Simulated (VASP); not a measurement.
Crystal: I.

```xyz
1
Lattice="0.0000 2.3656 3.9098 2.1922 0.0000 3.9098 2.1922 2.3656 0.0000" Properties=species:S:1:pos:R:3 pbc="T T T"
I     0.0000    0.0000    0.0000
```

- Program: VASP 6.6.1
- Task: relaxation of cell and atoms
- Functional: PBE
- Potentials or basis: VASP PAW PBE potentials, release 64 (I)
- Cutoff: 600 eV
- k mesh: 9 × 9 × 9
- Occupations: fermi-dirac, width 0.05 eV
- Spin: no spin polarisation

At the start: pressure 0.4 GPa; volume 40.55 Å³/atom.

Question: Where does the relaxation end?

Answer: Over 28 steps the energy falls by 12.3 meV/atom and the volume is 47.83 Å³/atom (+18.0 %); space group Fmmm (No. 69, to 0.1 Å) before, I4/mmm (No. 139, to 0.1 Å).

The path:
```csv
step,energy change (eV),largest force (eV/Å),pressure (GPa),volume (Å³)
1,0.0000,0.0000,0.43,40.55
2,-0.0020,0.0000,0.19,41.20
3,-0.0039,0.0000,-0.39,42.88
4,-0.0049,0.0000,-0.35,43.07
5,-0.0074,0.0000,-0.26,43.63
6,-0.0104,0.0000,-0.03,44.73
7,-0.0107,0.0000,0.48,46.85
8,-0.0114,0.0000,0.27,45.97
9,-0.0120,0.0000,0.08,46.90
10,-0.0121,0.0000,-0.09,47.87
11,-0.0122,0.0000,0.00,47.59
12,-0.0122,0.0000,-0.09,47.68
13,-0.0122,0.0000,-0.05,47.62
14,-0.0122,0.0000,0.02,47.53
15,-0.0122,0.0000,0.02,47.53
16,-0.0122,0.0000,0.02,47.54
17,-0.0122,0.0000,-0.02,47.58
18,-0.0122,0.0000,0.00,47.55
19,-0.0122,0.0000,0.00,47.54
20,-0.0122,0.0000,0.00,47.54
21,-0.0122,0.0000,0.01,47.55
22,-0.0122,0.0000,0.01,47.58
23,-0.0122,0.0000,0.01,47.63
24,-0.0122,0.0000,0.01,47.73
25,-0.0123,0.0000,0.02,47.77
26,-0.0123,0.0000,-0.02,47.90
27,-0.0123,0.0000,-0.01,47.85
28,-0.0123,0.0000,0.00,47.83
```

Final structure:
```cif
data_structure
_symmetry_space_group_name_H-M 'P 1'
_symmetry_Int_Tables_number 1
_cell_length_a 5.1125
_cell_length_b 5.1069
_cell_length_c 3.2356
_cell_angle_alpha 71.634
_cell_angle_beta 71.449
_cell_angle_gamma 36.917
_cell_volume 47.83
loop_
_atom_site_label
_atom_site_type_symbol
_atom_site_fract_x
_atom_site_fract_y
_atom_site_fract_z
_atom_site_occupancy
I1 I 0.00000 0.00000 0.00000 1
```

Caveat: the volume moved by over 15 % at a fixed basis, so the end points are rough; an odd number of electrons without spin polarisation forces a metal; a magnetic or distorted state may lie lower.
